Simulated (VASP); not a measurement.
Set up this calculation in VASP 6.6.1, as the native input.

```yaml
Task: single point
Functional: PBE
Dispersion: D3(BJ)
Potentials_or_basis: VASP PAW PBE potentials, release 64 (Sn_d)
Cutoff: 520 eV
k_mesh: 7 × 7 × 7
Occupations: fermi-dirac, width 0.05 eV
Spin: collinear spin, antiferromagnetic start
Starting_moments: "[0.5, -0.5] μB"
Dipole_correction: no
Further_INCAR_settings: ALGO = Fast; EDIFF = 1e-06; NBANDS = 25
```

The structure of Sn lies in POSCAR:

```
Sn
1.0
    0.0000000000      3.2333428000      3.2333428000
    3.2333428000      0.0000000000      3.2333428000
    3.2333428000      3.2333428000      0.0000000000
Sn
2
Direct
    0.7500000000      0.7500000000      0.7500000000
    0.5000000000      0.5000000000      0.5000000000
```

These files were run (other wordings do the same):

INCAR

```
PREC = Accurate
ENCUT = 520
EDIFF = 1E-6
ISMEAR = -1
SIGMA = 0.05
LREAL = F
LASPH = T
NELM = 150
ALGO = Fast
ISIF = 2
LWAVE = F
LCHARG = F
ISPIN = 2
MAGMOM = 0.5 -0.5
LORBIT = 11
GGA = PE
IVDW = 12
NBANDS = 25
```

KPOINTS

```
Automatic mesh
0
Gamma
  7 7 7
```

Potentials or basis: VASP PAW PBE potentials, release 64 (Sn_d).

Launch:

```sh
$ cat potpaw_PBE.64/Sn_d/POTCAR > POTCAR
$ mpirun -np 1 vasp_std > vasp.out
```

Results of the run:

The pressure is 2.2 GPa, the band gap on the k mesh is zero (filled and empty bands overlap) and the net moment is 0.00 μB per cell. The valence electrons inside the program's atomic spheres are Sn 12.36 and the dispersion energy per atom is -0.311 eV.

Caveat: spin-orbit coupling is left out, which moves the levels of the heavy elements; pairwise dispersion overbinds metals, which lowers pressure and volume.

It took 100 s on 1 thread of Intel(R) Xeon(R) Platinum 8375C CPU @ 2.90GHz (Ice Lake), with other jobs on the host, peak memory 0.26 GiB.
